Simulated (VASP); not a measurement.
# LiZn3F2 (R-3m) in VASP: further runs, part 2 of 3

VASP 6.6.1. Earlier steps stand in the parts before.

**3. Single point, PBE**

INCAR

```
SYSTEM = LiZn3F2
PREC = Accurate
ENCUT = 520
EDIFF = 1E-6
ISMEAR = 0
SIGMA = 0.1
LREAL = .FALSE.
LASPH = .TRUE.
NELM = 60
ALGO = Normal
ISIF = 2
LWAVE = .FALSE.
LCHARG = .FALSE.
GGA = PE
NBANDS = 36
```

KPOINTS

```
Automatic mesh
0
G
  6 6 6
  0 0 0
```

POSCAR

```
LiZn3F2
1.0
    3.8773147992      2.2385687430      2.1493286970
   -3.8773147992      2.2385687430      2.1493286970
    0.0000000000     -4.4771374861      2.1493286970
Li Zn F
1 3 2
Direct
    0.0000000000      0.0000000000      0.0000000000
    0.5000000000      0.5000000000      0.0000000000
    0.5000000000      0.0000000000      0.5000000000
    0.0000000000      0.5000000000      0.5000000000
    0.7366908388      0.7366908388      0.7366908388
    0.2633091612      0.2633091612      0.2633091612
```

Potentials or basis: VASP PAW PBE potentials, release 64 (Li_sv, Zn, F).

The run is started by

```bash
> cat potpaw_PBE.64/Li_sv/POTCAR potpaw_PBE.64/Zn/POTCAR potpaw_PBE.64/F/POTCAR > POTCAR
> mpirun -np 1 vasp_std > vasp.out
```

OUTCAR:

```text
SYSTEM = LiZn3F2
   PREC = Accurate
   ENCUT = 520
   EDIFF = 1E-6
   ISMEAR = 0
   LREAL = .FALSE.
   LASPH = .TRUE.
   NELM = 60
   ISIF = 2
   GGA = PE

 ion  position               nearest neighbor table
   1  0.000  0.000  0.000-   5 1.70   6 1.70
   2  0.500  0.500  0.000-   5 2.28   6 2.28
   3  0.500  0.000  0.500-   5 2.28   6 2.28
   4  0.000  0.500  0.500-   5 2.28   6 2.28
   5  0.737  0.737  0.737-   1 1.70   2 2.28   3 2.28   4 2.28
   6  0.263  0.263  0.263-   1 1.70   2 2.28   3 2.28   4 2.28

  LATTYP: Found a trigonal (rhomboedric) cell.
 ALAT       =     4.9663239843
 COS(alpha) =    -0.2190514223

  Lattice vectors:

 A1 = (   3.8773147992,   2.2385687430,   2.1493286970)
 A2 = (  -3.8773147992,   2.2385687430,   2.1493286970)
 A3 = (   0.0000000000,  -4.4771374861,   2.1493286970)

Analysis of symmetry for initial positions (statically):
=====================================================================
 Subroutine PRICEL returns:
 Original cell was already a primitive cell.

 Routine SETGRP: Setting up the symmetry group for a
 trigonal (rhombohedral) supercell.

 Subroutine GETGRP returns: Found 12 space group operations
 (whereof 12 operations were pure point group operations)
 out of a pool of 12 trial point group operations.

The static configuration has the point symmetry D_3d.

Analysis of symmetry for dynamics (positions and initial velocities):
=====================================================================
 Subroutine PRICEL returns:
 Original cell was already a primitive cell.

 Routine SETGRP: Setting up the symmetry group for a
 trigonal (rhombohedral) supercell.

 Subroutine GETGRP returns: Found 12 space group operations
 (whereof 12 operations were pure point group operations)
 out of a pool of 12 trial point group operations.

The dynamic configuration has the point symmetry D_3d.

[... 128 lines left out ...]
  Fermi-wavevector in a.u.,A,eV,Ry     =   1.275993  2.411277 22.152433  1.628158
  Thomas-Fermi vector in A             =   2.408674
   LORBIT       =      0    0 simple, 1 ext, 2 COOP (PROOUT), +10 PAW based schemes
   GGA     = PE    functional components
   LHFCALC =     F    Hartree Fock is set to
   AEXX    =    0.0000 exact exchange contribution
   IVDW    =     0    specifies the selected vdW correction
   LEPSILON=     F    determine dielectric tensor
   LRPA    =     F    only Hartree local field effects (RPA)
 non-spin polarized calculation
 Gauss-broadening in eV      SIGMA  =   0.10
  energy-cutoff  :      520.00
  volume of cell :      111.93
 maximum number of plane-waves:      3036
 NGX is ok and might be reduce to    40
   NGX = 19   NGY = 19   NGZ = 19

 number of electron      53.0000043 magnetization

 Free energy of the ion-electron system (eV)
  ---------------------------------------------------
  ext. energy  EPLUGINS =         0.00000000
  ---------------------------------------------------
  free energy    TOTEN  =       -14.35452030 eV

  energy without entropy =      -14.34167990  energy(sigma->0) =      -14.34810010

 E-fermi :   0.3990     XC(G=0):  -8.7426

 val. band max:        0.3792959648   @ k =   0.5000   0.3333   0.3333
 cond. band min:       0.4077130418   @ k =   0.5000   0.5000   0.3333
 fundamental gap:      0.0284170770
 Fermi energy:         0.3989525278

 k-point     1 :       0.0000    0.0000    0.0000
  band No.  band energies     occupation
      1     -45.0766      2.00000
      2     -23.1891      2.00000
      3     -23.1870      2.00000
      4      -6.6594      2.00000
      5      -6.6594      2.00000
      6      -6.4889      2.00000
[... 925 lines left out ...]
     35       7.8181      0.00000
     36       9.6917      0.00000

 [... further k-points ...]

------------------------ aborting loop because EDIFF is reached ----------------------------------------

  FORCE on cell =-STRESS in cart. coord.  units (eV):
  Direction    XX          YY          ZZ          XY          YZ          ZX
  --------------------------------------------------------------------------------------
  -------------------------------------------------------------------------------------
  Total       -0.0218977     -0.0218977      0.3413328      0.0000000     -0.0000000      0.0000000
  in kB       -0.3134393     -0.3134393      4.8857693      0.0000000     -0.0000000      0.0000000
  external PRESSURE =       1.4196302 kB  Pullay stress =       0.0000000 kB

 VOLUME and BASIS-vectors are now :
 -----------------------------------------------------------------------------
  energy-cutoff  :      520.00
  volume of cell :      111.93
      direct lattice vectors                 reciprocal lattice vectors
     3.877314799  2.238568743  2.149328697     0.128955224  0.074452334  0.155087183
    -3.877314799  2.238568743  2.149328697    -0.128955224  0.074452334  0.155087183
     0.000000000 -4.477137486  2.149328697     0.000000000 -0.148904667  0.155087183

 POSITION                                       TOTAL-FORCE (eV/Angst)
 -----------------------------------------------------------------------------------
      0.00000      0.00000      0.00000         0.000000      0.000000     -0.000000
      0.00000      2.23857      2.14933         0.000000     -0.000000     -0.000000
      1.93866     -1.11928      2.14933        -0.000000      0.000000     -0.000000
     -1.93866     -1.11928      2.14933         0.000000      0.000000     -0.000000
      0.00000     -0.00000      4.75017         0.000000      0.000000     -0.029461
      0.00000     -0.00000      1.69781         0.000000     -0.000000      0.029461
 -----------------------------------------------------------------------------------
    total drift:                                0.000000      0.000000     -0.000000

  FREE ENERGIE OF THE ION-ELECTRON SYSTEM (eV)
  ---------------------------------------------------
  free  energy   TOTEN  =       -14.3545202977 eV

  energy  without entropy=      -14.3416798976  energy(sigma->0) =      -14.34810010
```

stdout:

```text
POSCAR found type information on POSCAR LiZnF
 POSCAR found :  3 types and       6 ions
 scaLAPACK will be used
 LDA part: xc-table for (Slater+PW92), standard interpolation
 POSCAR, INCAR and KPOINTS ok, starting setup
 FFT: planning ... GRIDC
 FFT: planning ... GRID_SOFT
 FFT: planning ... GRID
 WAVECAR not read
 entering main loop
```

Run time: 75 s. Hardware: 1 thread of Intel Xeon 6975P-C (Granite Rapids), shared host; peak memory 0.29 GiB.

Results:

| Property | Result |
| --- | --- |
| Free energy | -14.3545 eV |
| Largest force | 0.029 eV/Å |
| Band gap on the k mesh | zero (an odd number of electrons rules out a gap without spin polarisation) |

Forces in eV/Å, atoms in the order of the input:
```
Li   0.000  0.000  0.000
Zn   0.000  0.000  0.000
Zn   0.000  0.000  0.000
Zn   0.000  0.000  0.000
F    0.000  0.000 -0.029
F    0.000  0.000  0.029
```

Caveat: the cutoff is under 1.25 times the usual one of these potentials, so pressure, stress and relaxed cells hold a basis-set (Pulay) error; an odd number of electrons without spin polarisation forces a metal; a magnetic or distorted state may lie lower.

**4. Relaxation of cell and atoms, PBE**

This run uses another cell than the first one, of 13.36 Å³/atom.

INCAR

```
SYSTEM = LiZn3F2
PREC = Accurate
ENCUT = 600
EDIFF = 1E-6
ISMEAR = 0
SIGMA = 0.1
LREAL = .FALSE.
LASPH = .TRUE.
NELM = 80
ALGO = Normal
ISIF = 3
LWAVE = .FALSE.
LCHARG = .FALSE.
GGA = PE
IBRION = 2
NSW = 90
EDIFFG = -0.04
```

KPOINTS

```
Automatic mesh
0
G
  4 4 4
  0 0 0
```

POSCAR

```
LiZn3F2
1.0
    3.0492064800      1.7604601800      2.4896666700
   -3.0492064800      1.7604601800      2.4896666700
    0.0000000000     -3.5209203700      2.4896666700
Li Zn F
1 3 2
Direct
    0.0000000000      0.0000000000      0.0000000000
    0.5000000000      0.5000000000      0.0000000000
    0.5000000000      0.0000000000      0.5000000000
    0.0000000000      0.5000000000      0.5000000000
    0.7500000000      0.7500000000      0.7500000000
    0.2500000000      0.2500000000      0.2500000000
```

Potentials or basis: VASP PAW PBE potentials, release 64 (Li_sv, Zn, F).

The run is started by

```bash
> cat potpaw_PBE.64/Li_sv/POTCAR potpaw_PBE.64/Zn/POTCAR potpaw_PBE.64/F/POTCAR > POTCAR
> mpirun -np 1 vasp_std > vasp.out
```

OUTCAR:

```text
SYSTEM = LiZn3F2
   PREC = Accurate
   ENCUT = 600
   EDIFF = 1E-6
   ISMEAR = 0
   LREAL = .FALSE.
   LASPH = .TRUE.
   NELM = 80
   ISIF = 3
   GGA = PE
   IBRION = 2
   NSW = 90
   EDIFFG = -0.04

 ion  position               nearest neighbor table
   1  0.000  0.000  0.000-   5 1.87   6 1.87
   2  0.500  0.500  0.000-   5 1.87   6 1.87
   3  0.500  0.000  0.500-   5 1.87   6 1.87
   4  0.000  0.500  0.500-   5 1.87   6 1.87
   5  0.750  0.750  0.750-   2 1.87   3 1.87   4 1.87   1 1.87
   6  0.250  0.250  0.250-   2 1.87   3 1.87   4 1.87   1 1.87

  LATTYP: Found a simple cubic cell.
 ALAT       =     4.3122291603

  Lattice vectors:

 A1 = (   3.0492064800,   1.7604601800,   2.4896666700)
 A2 = (  -3.0492064800,   1.7604601800,   2.4896666700)
 A3 = (   0.0000000000,  -3.5209203700,   2.4896666700)

Analysis of symmetry for initial positions (statically):
=====================================================================
 Subroutine PRICEL returns:
 Original cell was already a primitive cell.

 Routine SETGRP: Setting up the symmetry group for a
 simple cubic supercell.

 Subroutine GETGRP returns: Found 12 space group operations
 (whereof 12 operations were pure point group operations)
 out of a pool of 48 trial point group operations.

The static configuration has the point symmetry D_3d.

Analysis of symmetry for dynamics (positions and initial velocities):
=====================================================================
 Subroutine PRICEL returns:
 Original cell was already a primitive cell.

 Routine SETGRP: Setting up the symmetry group for a
 simple cubic supercell.

 Subroutine GETGRP returns: Found 12 space group operations
 (whereof 12 operations were pure point group operations)
 out of a pool of 48 trial point group operations.

The dynamic configuration has the point symmetry D_3d.

 Subroutine INISYM returns: Found 12 space group operations
 (whereof 12 operations are pure point group operations),
 and found     1 'primitive' translations

----------------------------------------------------------------------------------------

[... 108 lines left out ...]
     AMIX_MAG =   1.60;   BMIX_MAG =  1.00
  volume/ion in A,a.u.               =      13.36        90.19
  Fermi-wavevector in a.u.,A,eV,Ry     =   1.426040  2.694824 27.668662  2.033589
  Thomas-Fermi vector in A             =   2.546359
   LORBIT       =      0    0 simple, 1 ext, 2 COOP (PROOUT), +10 PAW based schemes
   GGA     = PE    functional components
   LHFCALC =     F    Hartree Fock is set to
   AEXX    =    0.0000 exact exchange contribution
   IVDW    =     0    specifies the selected vdW correction
   LEPSILON=     F    determine dielectric tensor
   LRPA    =     F    only Hartree local field effects (RPA)
 conjugate gradient relaxation of ions
 non-spin polarized calculation
 Gauss-broadening in eV      SIGMA  =   0.10
  energy-cutoff  :      600.00
  volume of cell :       80.19
 maximum number of plane-waves:      2721
 NGX is ok and might be reduce to    36
   NGX = 17   NGY = 17   NGZ = 17

--------------------------------------- Ionic step        1  -------------------------------------------

 number of electron      52.9999937 magnetization

 Free energy of the ion-electron system (eV)
  ---------------------------------------------------
  ext. energy  EPLUGINS =         0.00000000
  ---------------------------------------------------
  free energy    TOTEN  =       -11.19115585 eV

  energy without entropy =      -11.18012008  energy(sigma->0) =      -11.18563796

 E-fermi :   2.9977     XC(G=0): -10.3714

 val. band max:        2.8809678207   @ k =  -0.2500   0.2500   0.2500
 cond. band min:       3.0352309737   @ k =   0.2500   0.0000   0.0000
 fundamental gap:      0.1542631530
 Fermi energy:         2.9977288408

 k-point     1 :       0.0000    0.0000    0.0000
  band No.  band energies     occupation
      1     -43.5145      2.00000
      2     -23.9866      2.00000
      3     -23.7482      2.00000
      4      -7.5403      2.00000
      5      -7.5403      2.00000
      6      -6.5258      2.00000
[... 544 lines left out ...]
  FREE ENERGIE OF THE ION-ELECTRON SYSTEM (eV)
  ---------------------------------------------------
  free  energy   TOTEN  =       -14.0598627746 eV

  energy  without entropy=      -14.0495818016  energy(sigma->0) =      -14.05472229

[... ionic steps 4 to 14 ...]

--------------------------------------- Ionic step       15  -------------------------------------------

 number of electron      53.0000016 magnetization

------------------------ aborting loop because EDIFF is reached ----------------------------------------
[... 75 lines left out ...]
--------------------------------------- Ionic step       17  -------------------------------------------

 number of electron      52.9999955 magnetization

 Free energy of the ion-electron system (eV)
  ---------------------------------------------------
  ext. energy  EPLUGINS =         0.00000000
  ---------------------------------------------------
  free energy    TOTEN  =       -14.16293285 eV

  energy without entropy =      -14.15085029  energy(sigma->0) =      -14.15689157

 E-fermi :   0.5936     XC(G=0):  -8.8435

 val. band max:        0.5215978634   @ k =  -0.2500   0.2500   0.0000
 cond. band min:       0.6754395612   @ k =  -0.2500   0.2500   0.0000
 fundamental gap:      0.1538416978
 Fermi energy:         0.5936399019

 k-point     1 :       0.0000    0.0000    0.0000
  band No.  band energies     occupation
      1     -45.0942      2.00000
      2     -23.3967      2.00000
      3     -23.3776      2.00000
      4      -6.7410      2.00000
      5      -6.7410      2.00000
      6      -6.4244      2.00000
[... 464 lines left out ...]
  FREE ENERGIE OF THE ION-ELECTRON SYSTEM (eV)
  ---------------------------------------------------
  free  energy   TOTEN  =       -14.1629328499 eV

  energy  without entropy=      -14.1508502887  energy(sigma->0) =      -14.15689157

 reached required accuracy - stopping structural energy minimisation
```

OSZICAR:

```text
N       E                     dE             d eps       ncg     rms          rms(c)
DAV:   1     0.517019694963E+03    0.51702E+03   -0.28419E+04   806   0.259E+03
DAV:   2     0.516837792873E+02   -0.46534E+03   -0.44897E+03   855   0.524E+02
DAV:   3    -0.106264328748E+02   -0.62310E+02   -0.61673E+02   883   0.191E+02
[... 198 lines left out ...]
DAV:   4    -0.141629422365E+02    0.20343E-03   -0.43613E-04  1299   0.299E-01    0.322E-02
DAV:   5    -0.141629358842E+02    0.63523E-05   -0.15071E-04   917   0.138E-01    0.207E-02
DAV:   6    -0.141629335879E+02    0.22963E-05   -0.89675E-05   897   0.681E-02    0.891E-03
DAV:   7    -0.141629325858E+02    0.10021E-05   -0.11475E-05   924   0.333E-02    0.274E-03
DAV:   8    -0.141629328499E+02   -0.26419E-06   -0.94202E-07   473   0.111E-02
  17 F= -.14162933E+02 E0= -.14156892E+02  d E =-.896812E-02
```

CONTCAR:

```text
LiZn3F2
   1.00000000000000
     3.6898395268167792    2.1303298424608004    2.3231718393737575
    -3.6898395268167792    2.1303298424608004    2.3231718393737575
    -0.0000000000000000   -4.2606596961882852    2.3231718386302789
  Li              Zn              F
     1     3     2
Direct
     0.0000000000000000    0.0000000000000000    0.0000000000000000
     0.5000000000000000    0.5000000000000000    0.0000000000000000
     0.5000000000000000    0.0000000000000000    0.5000000000000000
     0.0000000000000000    0.5000000000000000    0.5000000000000000
     0.7549841973351561    0.7549841973351561    0.7549841973339395
     0.2450158026648438    0.2450158026648438    0.2450158026660607

  0.00000000E+00  0.00000000E+00  0.00000000E+00
  0.00000000E+00  0.00000000E+00  0.00000000E+00
  0.00000000E+00  0.00000000E+00  0.00000000E+00
  0.00000000E+00  0.00000000E+00  0.00000000E+00
  0.00000000E+00  0.00000000E+00  0.00000000E+00
  0.00000000E+00  0.00000000E+00  0.00000000E+00
```

It took 4.7 min on 1 thread of Intel Xeon 6975P-C (Granite Rapids), shared host; peak memory 0.21 GiB.

Results:

```yaml
Free_energy: -14.1629 eV
Relaxed_volume: 18.26 Å³/atom
Relaxed_cell: a = 4.853 Å, b = 4.853 Å, c = 4.853 Å, α = 98.99°, β = 98.99°, γ = 98.99°
Space_group_after_relaxing_to_0.1_Å: R-3m (No. 166)
Energy_gained_by_relaxing: 495.3 meV/atom
Ionic_steps: 17
Pressure_after_relaxing: 0.1 GPa
Largest_force_after_relaxing: 0.028 eV/Å
Band_gap_on_the_k_mesh: zero (an odd number of electrons rules out a gap without spin polarisation)
```

Forces in eV/Å, atoms in the order of the input:
```
Li   0.000  0.000  0.000
Zn   0.000  0.000  0.000
Zn   0.000  0.000  0.000
Zn   0.000  0.000  0.000
F    0.000  0.000  0.028
F    0.000  0.000 -0.028
```

Step by step:
```csv
step,energy change (eV),largest force (eV/Å),pressure (GPa),volume (Å³)
1,0.0000,3.0213,25.89,80.19
2,-2.7851,0.6670,1.45,107.59
3,-2.8687,0.4363,-0.12,112.45
4,-2.8375,0.0198,-2.60,122.53
5,-2.8860,0.2739,-1.16,116.17
6,-2.8854,0.3099,-0.85,115.37
7,-2.9220,0.0329,-0.23,113.39
8,-2.9252,0.1727,0.03,112.71
9,-2.9252,0.1912,0.11,112.62
10,-2.9303,0.1794,0.06,112.64
11,-2.9433,0.1474,-0.11,112.66
12,-2.9591,0.1028,-0.41,112.62
13,-2.9564,0.0741,-1.32,112.16
14,-2.9628,0.1226,-0.63,112.51
15,-2.9697,0.0451,-0.37,111.05
16,-2.9716,0.0448,0.12,109.25
17,-2.9718,0.0281,0.07,109.57
```

Final structure:
```cif
data_structure
_symmetry_space_group_name_H-M 'P 1'
_symmetry_Int_Tables_number 1
_cell_length_a 4.8529
_cell_length_b 4.8529
_cell_length_c 4.8529
_cell_angle_alpha 98.989
_cell_angle_beta 98.989
_cell_angle_gamma 98.989
_cell_volume 109.57
loop_
_atom_site_label
_atom_site_type_symbol
_atom_site_fract_x
_atom_site_fract_y
_atom_site_fract_z
_atom_site_occupancy
Li1 Li 0.00000 0.00000 0.00000 1
Zn1 Zn 0.50000 0.50000 0.00000 1
Zn2 Zn 0.50000 0.00000 0.50000 1
Zn3 Zn 0.00000 0.50000 0.50000 1
F1 F 0.75498 0.75498 0.75498 1
F2 F 0.24502 0.24502 0.24502 1
```

Levels at points of the mesh, in eV from the Fermi level:
```csv
k point,band 22,band 23,band 24,band 25,band 26,band 27,band 28,band 29,band 30,band 31
"(0.00, 0.00, 0.00)",-5.47,-4.92,-4.92,-4.05,0.61,0.61,1.84,1.84,4.04,5.49
"(0.50, 0.00, 0.00)",-5.45,-5.14,-4.96,-2.49,-1.91,1.10,1.63,4.45,4.66,4.70
"(0.50, 0.50, 0.00)",-5.42,-5.29,-5.14,-1.53,-1.03,-0.88,0.73,3.90,4.34,4.99
"(0.50, 0.50, 0.50)",-5.35,-5.35,-4.92,-0.75,-0.75,0.59,0.59,1.12,1.74,3.92
```

Caveat: the k points lie up to 0.33 Å⁻¹ apart in the final cell, too coarse for converged energies and pressures of a metal; the cutoff is under 1.25 times the usual one of these potentials, so pressure, stress and relaxed cells hold a basis-set (Pulay) error; the volume moved by over 15 % at a fixed basis, so the end points are rough; an odd number of electrons without spin polarisation forces a metal; a magnetic or distorted state may lie lower.

(Part 2 of 3 ends here.)
